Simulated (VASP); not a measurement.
# AgRu2S3 (P6/mmm) in VASP: a series of runs

AgRu2S3 is run at these levels: PBE; tasks: single point, relaxation of cell and atoms.

Program: VASP 6.6.1. These are calculated values, not measurements. Logs are shortened: lines on timing, memory, paths and dates and some standing lists are left out, and cuts for length are marked.

## Step 1: The cell of the first run

The structure is hexagonal, space group P6/mmm (No. 191). Conventional cell: a = 6.675 Å, b = 6.675 Å, c = 2.888 Å, α = 90.00°, β = 90.00°, γ = 120.00°. Within 3.9 Å of Ag (site symmetry 6/mmm) lie 2 Ag at 2.89 Å and 12 S at 3.64 Å and 6 Ru at 3.85 Å. Ru (site symmetry -6m2) has 6 S at 2.41 Å and 2 Ru at 2.89 Å within 3.2 Å. Within 3.2 Å of S (site symmetry mmm) lie 4 Ru at 2.41 Å and 2 S at 2.89 Å.

The cell was generated, and may not be a known phase.

## Step 2: Single point, PBE

Contents of INCAR:

```
PREC = Accurate
ENCUT = 520
EDIFF = 1E-7
ISMEAR = 0
SIGMA = 0.1
LREAL = False
LASPH = True
NELM = 60
ALGO = Normal
ISIF = 2
LWAVE = False
LCHARG = False
GGA = PE
NBANDS = 38
```

Contents of KPOINTS:

```
regular mesh
0
Gamma
  6 6 14
```

Contents of POSCAR:

```
AgRu2S3
1.0
    6.6745732124      0.0000000000      0.0000000000
   -3.3372866062      5.7803499613      0.0000000000
    0.0000000000      0.0000000000      2.8875114669
Ag Ru S
1 2 3
Direct
    0.0000000000      0.0000000000      0.0000000000
    0.3333333333      0.6666666667      0.0000000000
    0.6666666667      0.3333333333      0.0000000000
    0.5000000000      0.0000000000      0.5000000000
    0.5000000000      0.5000000000      0.5000000000
    0.0000000000      0.5000000000      0.5000000000
```

Potentials or basis: VASP PAW PBE potentials, release 64 (Ag, Ru_pv, S).

Started as:

```sh
cat potpaw_PBE.64/Ag/POTCAR potpaw_PBE.64/Ru_pv/POTCAR potpaw_PBE.64/S/POTCAR > POTCAR
mpirun -np 1 vasp_std > vasp.out
```

OUTCAR:

```text
PREC = Accurate
   ENCUT = 520
   EDIFF = 1E-7
   ISMEAR = 0
   LREAL = False
   LASPH = True
   NELM = 60
   ISIF = 2
   GGA = PE

 ion  position               nearest neighbor table
   1  0.000  0.000  0.000-
   2  0.333  0.667  0.000-   4 2.41   4 2.41   6 2.41   6 2.41   5 2.41   5 2.41
   3  0.667  0.333  0.000-   4 2.41   4 2.41   6 2.41   6 2.41   5 2.41   5 2.41
   4  0.500  0.000  0.500-   2 2.41   3 2.41   2 2.41   3 2.41
   5  0.500  0.500  0.500-   2 2.41   3 2.41   2 2.41   3 2.41
   6  0.000  0.500  0.500-   2 2.41   3 2.41   2 2.41   3 2.41

  LATTYP: Found a hexagonal cell.
 ALAT       =     6.6745732124
 C/A-ratio  =     0.4326136481

  Lattice vectors:

 A1 = (   6.6745732124,   0.0000000000,   0.0000000000)
 A2 = (  -3.3372866062,   5.7803499613,   0.0000000000)
 A3 = (   0.0000000000,   0.0000000000,   2.8875114669)

Analysis of symmetry for initial positions (statically):
=====================================================================
 Subroutine PRICEL returns:
 Original cell was already a primitive cell.

 Routine SETGRP: Setting up the symmetry group for a
 hexagonal supercell.

 Subroutine GETGRP returns: Found 24 space group operations
 (whereof 24 operations were pure point group operations)
 out of a pool of 24 trial point group operations.

The static configuration has the point symmetry D_6h.

Analysis of symmetry for dynamics (positions and initial velocities):
=====================================================================
 Subroutine PRICEL returns:
 Original cell was already a primitive cell.

 Routine SETGRP: Setting up the symmetry group for a
 hexagonal supercell.

 Subroutine GETGRP returns: Found 24 space group operations
 (whereof 24 operations were pure point group operations)
 out of a pool of 24 trial point group operations.

The dynamic configuration has the point symmetry D_6h.

 Subroutine INISYM returns: Found 24 space group operations
 (whereof 24 operations are pure point group operations),
 and found     1 'primitive' translations

----------------------------------------------------------------------------------------

                                     Primitive cell

  volume of cell :     111.4041

  direct lattice vectors                    reciprocal lattice vectors
     6.674573212  0.000000000  0.000000000     0.149822313  0.086499953  0.000000000
    -3.337286606  5.780349961  0.000000000     0.000000000  0.172999906  0.000000000
     0.000000000  0.000000000  2.887511467     0.000000000  0.000000000  0.346318971

  length of vectors
     6.674573212  6.674573212  2.887511467     0.172999906  0.172999906  0.346318971

  position of ions in fractional coordinates (direct lattice)
     0.000000000  0.000000000  0.000000000
     0.333333333  0.666666667  0.000000000
     0.666666667  0.333333333  0.000000000
     0.500000000  0.000000000  0.500000000
     0.500000000  0.500000000  0.500000000
     0.000000000  0.500000000  0.500000000

  ion indices of the primitive-cell ions
   primitive index   ion index
                 1           1
                 2           2
                 3           3
                 4           4
                 5           5
                 6           6

----------------------------------------------------------------------------------------

 KPOINTS: regular mesh

Automatic generation of k-mesh.
 Grid dimensions read from file:
 generate k-points for:    6    6   14

 Generating k-lattice:

  Cartesian coordinates                     Fractional coordinates (reciprocal lattice)
     0.024970386  0.014416659  0.000000000     0.166666667  0.000000000  0.000000000
     0.000000000  0.028833318  0.000000000     0.000000000  0.166666667  0.000000000
     0.000000000  0.000000000  0.024737069     0.000000000  0.000000000  0.071428571

  Length of vectors
     0.028833318  0.028833318  0.024737069

  Shift w.r.t. Gamma in fractional coordinates (k-lattice)
     0.000000000  0.000000000  0.000000000

 Subroutine IBZKPT returns following result:
 ===========================================

 Found     56 irreducible k-points:

 Following reciprocal coordinates:
            Coordinates               Weight
  0.000000  0.000000  0.000000      1.000000
  0.166667  0.000000  0.000000      6.000000
  0.333333  0.000000  0.000000      6.000000
  0.500000  0.000000  0.000000      3.000000
  0.166667  0.166667  0.000000      6.000000
  0.333333  0.166667  0.000000     12.000000
[... 16 lines left out ...]
  0.166667  0.000000  0.214286     12.000000
  0.333333  0.000000  0.214286     12.000000
 [... further k-points ...]
   k-points           NKPTS =     56   k-points in BZ     NKDIM =     56   number of bands    NBANDS=     38
   number of dos      NEDOS =    301   number of ions     NIONS =      6
   total plane-waves  NPLWV =  60000
   dimension x,y,z NGX =    50 NGY =   50 NGZ =   24
   dimension x,y,z NGXF=   100 NGYF=  100 NGZF=   48
   ions per type =               1   2   3
   NGX,Y,Z   is equivalent  to a cutoff of  12.45, 12.45, 13.82 a.u.
   NGXF,Y,Z  is equivalent  to a cutoff of  24.91, 24.91, 27.64 a.u.
 SYSTEM =  unknown system
   PREC   = accura    normal or accurate (medium, high low for compatibility)
   ISTART =      0    job   : 0-new  1-cont  2-samecut
   ICHARG =      2    charge: 1-file 2-atom 10-const
   ISPIN  =      1    spin polarized calculation?
   LNONCOLLINEAR =      F non collinear calculations
   LSORBIT =      F    spin-orbit coupling
   LASPH  =      T    aspherical Exc in radial PAW
   ENCUT  =  520.0 eV  38.22 Ry    6.18 a.u.  12.41 12.41  5.37*2*pi/ulx,y,z
   NELM   =     60;   NELMIN=  2; NELMDL= -5     # of ELM steps
   EDIFF  = 0.1E-06   stopping-criterion for ELM
   LREAL  =      F    real-space projection
   EDIFFG = 0.1E-05   stopping-criterion for IOM
   NSW    =      0    number of steps for IOM
   IBRION =     -1    ionic relax: 0-MD 1-quasi-New 2-CG
   NFREE  =      0    steps in history (QN), initial steepest desc. (CG)
   ISIF   =      2    stress and relaxation
   ISYM   =      2    0-nonsym 1-usesym 2-fastsym
   POTIM  = 0.5000    time-step for ionic-motion
   TEBEG  =    0.0;   TEEND  =   0.0 temperature during run
   PSTRESS=    0.0 pullay stress
   NELECT =      57.0000    total number of electrons
   NUPDOWN=      -1.0000    fix difference up-down
   EMIN   =  10.00;   EMAX   =-10.00  energy-range for DOS
   EFERMI =   0.00;   METHOD = LEGACY
   ISMEAR =     0;   SIGMA  =   0.10  broadening in eV -4-tet -1-fermi 0-gaus
   EFERMI_NEDOS =   21; number of points for ismear=-14 and -15
   IALGO  =     38    algorithm
   IMIX   =      4    mixing-type and parameters
     AMIX     =   0.40;   BMIX     =  1.00
     AMIX_MAG =   1.60;   BMIX_MAG =  1.00
  volume/ion in A,a.u.               =      18.57       125.30
  Fermi-wavevector in a.u.,A,eV,Ry     =   1.309381  2.474371 23.326894  1.714478
  Thomas-Fermi vector in A             =   2.439984
   LORBIT       =      0    0 simple, 1 ext, 2 COOP (PROOUT), +10 PAW based schemes
   GGA     = PE    functional components
   LHFCALC =     F    Hartree Fock is set to
   AEXX    =    0.0000 exact exchange contribution
   IVDW    =     0    specifies the selected vdW correction
   LEPSILON=     F    determine dielectric tensor
   LRPA    =     F    only Hartree local field effects (RPA)
 non-spin polarized calculation
 Gauss-broadening in eV      SIGMA  =   0.10
  energy-cutoff  :      520.00
  volume of cell :      111.40
 maximum number of plane-waves:      3041
 NGX is ok and might be reduce to    50

 number of electron      57.0000002 magnetization

 Free energy of the ion-electron system (eV)
  ---------------------------------------------------
  ext. energy  EPLUGINS =         0.00000000
  ---------------------------------------------------
  free energy    TOTEN  =       -31.55072668 eV

  energy without entropy =      -31.52629182  energy(sigma->0) =      -31.53850925

 E-fermi :   6.8994     XC(G=0): -10.8435

 val. band max:        6.8913288710   @ k =   0.3333   0.0000   0.4286
 cond. band min:       6.9168867045   @ k =   0.0000   0.0000   0.3571
 fundamental gap:      0.0255578335
 Fermi energy:         6.8993937472

 k-point     1 :       0.0000    0.0000    0.0000
  band No.  band energies     occupation
      1     -36.0112      2.00000
      2     -36.0098      2.00000
      3     -35.9507      2.00000
      4     -35.9507      2.00000
      5     -35.9372      2.00000
      6     -35.9372      2.00000
[... 30 lines left out ...]
     37      12.8248      0.00000
     38      13.9732      0.00000

 k-point     2 :       0.1667    0.0000    0.0000
  band No.  band energies     occupation
      1     -36.0111      2.00000
      2     -36.0099      2.00000
      3     -35.9509      2.00000
      4     -35.9500      2.00000
      5     -35.9380      2.00000
      6     -35.9371      2.00000
[... 30 lines left out ...]
     37      12.9575      0.00000
     38      14.2675      0.00000

 k-point     3 :       0.3333    0.0000    0.0000
  band No.  band energies     occupation
      1     -36.0109      2.00000
      2     -36.0101      2.00000
      3     -35.9511      2.00000
      4     -35.9481      2.00000
      5     -35.9399      2.00000
      6     -35.9369      2.00000
[... 30 lines left out ...]
     37      13.4162      0.00000
     38      14.9750      0.00000

 k-point     4 :       0.5000    0.0000    0.0000
  band No.  band energies     occupation
      1     -36.0107      2.00000
      2     -36.0102      2.00000
      3     -35.9512      2.00000
      4     -35.9467      2.00000
      5     -35.9413      2.00000
      6     -35.9368      2.00000
[... 30 lines left out ...]
     37      13.5589      0.00000
     38      15.3297      0.00000
[... 703 lines left out ...]
      4     -35.9362      2.00000
      5     -35.9240      2.00000
      6     -35.9240      2.00000
[... 30 lines left out ...]
     37      13.4363      0.00000
     38      14.0388      0.00000

 k-point    23 :       0.1667    0.0000    0.2143
  band No.  band energies     occupation
      1     -36.1287      2.00000
      2     -36.1261      2.00000
      3     -35.9363      2.00000
      4     -35.9355      2.00000
      5     -35.9247      2.00000
      6     -35.9239      2.00000
[... 30 lines left out ...]
     37      13.7714      0.00000
     38      14.1749      0.00000

 k-point    24 :       0.3333    0.0000    0.2143
  band No.  band energies     occupation
      1     -36.1283      2.00000
      2     -36.1266      2.00000
      3     -35.9365      2.00000
      4     -35.9338      2.00000
      5     -35.9264      2.00000
      6     -35.9237      2.00000
[... 30 lines left out ...]
     37      14.3708      0.00000
     38      14.6791      0.00000

 [... further k-points ...]
[... 5 lines left out ...]
  --------------------------------------------------------------------------------------
  -------------------------------------------------------------------------------------
  Total       -0.0736752     -0.0736752     -0.0687098      0.0000000      0.0000000      0.0000000
  in kB       -1.0595720     -1.0595720     -0.9881614      0.0000000      0.0000000      0.0000000
  external PRESSURE =      -1.0357685 kB  Pullay stress =       0.0000000 kB

 VOLUME and BASIS-vectors are now :
 -----------------------------------------------------------------------------
  energy-cutoff  :      520.00
  volume of cell :      111.40
      direct lattice vectors                 reciprocal lattice vectors
     6.674573212  0.000000000  0.000000000     0.149822313  0.086499953  0.000000000
    -3.337286606  5.780349961  0.000000000     0.000000000  0.172999906  0.000000000
     0.000000000  0.000000000  2.887511467     0.000000000  0.000000000  0.346318971

 POSITION                                       TOTAL-FORCE (eV/Angst)
 -----------------------------------------------------------------------------------
      0.00000      0.00000      0.00000         0.000000      0.000000      0.000000
     -0.00000      3.85357      0.00000        -0.000000     -0.000000      0.000000
      3.33729      1.92678      0.00000         0.000000      0.000000      0.000000
      3.33729      0.00000      1.44376         0.000000      0.000000      0.000000
      1.66864      2.89017      1.44376         0.000000      0.000000      0.000000
     -1.66864      2.89017      1.44376         0.000000      0.000000      0.000000
 -----------------------------------------------------------------------------------
    total drift:                               -0.000000     -0.000000     -0.000000

  FREE ENERGIE OF THE ION-ELECTRON SYSTEM (eV)
  ---------------------------------------------------
  free  energy   TOTEN  =       -31.5507266850 eV

  energy  without entropy=      -31.5262918225  energy(sigma->0) =      -31.53850925
```

It took 2.1 min on 1 thread of Intel Xeon 6975P-C (Granite Rapids), shared host; peak memory 0.37 GiB.

What came out:

```
Free energy            : -31.5507 eV
Pressure               : -0.1 GPa
Band gap on the k mesh : zero (an odd number of electrons rules out a gap without spin polarisation)
```

Caveat: an odd number of electrons without spin polarisation forces a metal; a magnetic or distorted state may lie lower.

## Step 3: Single point, PBE, collinear spin, ferromagnetic start

This run uses another cell than the first one, of the same volume but with other edges.

Contents of INCAR:

```
SYSTEM = AgRu2S3
  ALGO = Normal
  EDIFF = 1E-6
  ENCUT = 520
  GGA = PE
  ISIF = 2
  ISMEAR = 0
  ISPIN = 2
  LASPH = .TRUE.
  LCHARG = .FALSE.
  LMAXMIX = 4
  LORBIT = 11
  LREAL = .FALSE.
  LWAVE = .FALSE.
  MAGMOM = 0 1 1 0 0 0
  NBANDS = 42
  NELM = 150
  PREC = Accurate
  SIGMA = 0.1
```

Contents of KPOINTS:

```
k-points
0
G
  3 3 6
  0 0 0
```

Contents of POSCAR:

```
AgRu2S3
1.0
    5.9730757300      0.0000000000      0.0000000000
   -2.9865378600      5.1728353200      0.0000000000
    0.0000000000      0.0000000000      3.6054436600
Ag Ru S
1 2 3
Direct
    0.0000000000      0.0000000000      0.0000000000
    0.3333333300      0.6666666700      0.0000000000
    0.6666666700      0.3333333300      0.0000000000
    0.5000000000      0.0000000000      0.5000000000
    0.5000000000      0.5000000000      0.5000000000
    0.0000000000      0.5000000000      0.5000000000
```

Potentials or basis: VASP PAW PBE potentials, release 64 (Ag, Ru_pv, S).

Started as:

```sh
cat potpaw_PBE.64/Ag/POTCAR potpaw_PBE.64/Ru_pv/POTCAR potpaw_PBE.64/S/POTCAR > POTCAR
mpirun -np 1 vasp_std > vasp.out
```

Run time: 83 s. Hardware: 1 thread of Intel Xeon 6975P-C (Granite Rapids), shared host; peak memory 0.33 GiB.

It converged, with:

```yaml
Free_energy: -30.5439 eV
Pressure: -7.9 GPa
Net_moment: 0.16 μB per cell
Site_moments: Ag +0.00; Ru +0.05; S +0.01 μB
Valence_electrons_inside_the_program's_atomic_spheres: Ag 9.60; Ru 12.46; S 3.60
```

Stress tensor (GPa, compression positive):
```
 -4.79   0.00   0.00
  0.00  -4.79   0.00
  0.00   0.00 -14.02
```

Levels at points of the mesh, in eV from the Fermi level:
Spin up:
| k point | band 25 | band 26 | band 27 | band 28 | band 29 | band 30 | band 31 | band 32 |
| --- | --- | --- | --- | --- | --- | --- | --- | --- |
| (0.00, 0.00, 0.00) | -1.62 | -1.14 | -1.14 | -0.26 | 0.04 | 0.28 | 1.68 | 1.68 |
| (0.00, 0.00, 0.50) | -1.10 | -0.67 | -0.02 | -0.02 | 0.09 | 0.65 | 0.65 | 2.39 |
Spin down:
```
           k point  band 26  band 27  band 28  band 29  band 30  band 31
(0.00, 0.00, 0.00)    -1.10    -1.10    -0.23     0.05     0.32     1.71
(0.00, 0.00, 0.50)    -0.62     0.01     0.01     0.12     0.68     0.68
```

Caveat: the k points lie up to 0.40 Å⁻¹ apart.

[end of part 1 of 2]

The gap in the log of VASP goes by the Fermi energy; the results here count the filled bands.